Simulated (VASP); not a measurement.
# SnO2: single point with LDA

The system is SnO2.

```
CELL_PARAMETERS angstrom
4.55087 0.00000 0.00000
0.00000 4.55143 0.00000
0.00000 0.00000 3.07459
ATOMIC_POSITIONS crystal
Sn 0.50000 0.50000 0.50000
Sn 0.00000 0.00000 0.00000
O 0.30598 0.29322 0.00000
O 0.80598 0.20678 0.50000
O 0.19402 0.79322 0.50000
O 0.69402 0.70678 0.00000
```

This cell differs from its parent crystal: atoms shifted along a free coordinate.

```
Program                : VASP 6.6.1
Task                   : single point
Functional             : LDA
Potentials or basis    : VASP PAW LDA potentials, release 64 (Sn_d, O)
Cutoff                 : 520 eV
k mesh                 : 6 × 6 × 8
Occupations            : gaussian, width 0.05 eV
Spin                   : no spin polarisation
Dipole correction      : no
Further INCAR settings : ALGO = Normal; EDIFF = 1e-07; NBANDS = 35
```

```json
{"Pressure": "31.6 GPa", "Largest force": "0.953 eV/Å", "Band gap on the k mesh": "2.48 eV"}
```

Forces in eV/Å, atoms in the order of the input:
```
Sn   0.000  0.000  0.000
Sn   0.000  0.000  0.000
O    0.699  0.647  0.000
O    0.699 -0.647  0.000
O   -0.699  0.647  0.000
O   -0.699 -0.647  0.000
```

Stress tensor (GPa, compression positive):
```
31.73  0.00  0.00
 0.00 30.24  0.00
 0.00  0.00 32.81
```

Levels at points of the mesh, in eV from the valence-band top:
| k point | band 22 | band 23 | band 24 | band 25 | band 26 | band 27 | band 28 | band 29 | band 30 | band 31 |
| --- | --- | --- | --- | --- | --- | --- | --- | --- | --- | --- |
| (0.00, 0.00, 0.00) | -1.24 | -1.20 | -0.95 | -0.91 | 0.00 | 2.48 | 6.60 | 6.62 | 7.20 | 10.44 |
| (0.50, 0.00, 0.00) | -2.37 | -1.20 | -1.20 | -0.71 | -0.71 | 5.66 | 5.66 | 7.73 | 7.73 | 12.10 |
| (0.00, 0.50, 0.00) | -2.21 | -1.20 | -1.20 | -0.64 | -0.64 | 5.59 | 5.59 | 7.46 | 7.46 | 12.24 |
| (0.50, 0.50, 0.00) | -2.51 | -1.33 | -1.33 | -1.03 | -1.03 | 6.23 | 6.23 | 8.24 | 8.24 | 12.07 |
| (0.00, 0.00, 0.50) | -2.98 | -2.07 | -2.07 | -1.43 | -1.43 | 7.34 | 7.34 | 10.32 | 10.32 | 11.27 |
| (0.50, 0.00, 0.50) | -1.89 | -1.40 | -1.40 | -0.56 | -0.56 | 7.65 | 7.65 | 8.77 | 8.77 | 11.91 |
| (0.00, 0.50, 0.50) | -2.04 | -1.30 | -1.30 | -0.65 | -0.65 | 7.70 | 7.70 | 8.84 | 8.84 | 11.63 |
| (0.50, 0.50, 0.50) | -2.16 | -1.03 | -1.03 | -0.97 | -0.97 | 5.55 | 5.55 | 9.33 | 9.33 | 11.86 |

Run time: 88 s on 1 thread of AMD EPYC 9R45 96-Core Processor (Zen 5) (shared host), peak memory 0.22 GiB.

Caveat: the cell differs from its parent crystal (atoms shifted along a free coordinate); the cell stands under pressure; spin-orbit coupling is left out, which moves the levels of the heavy elements.
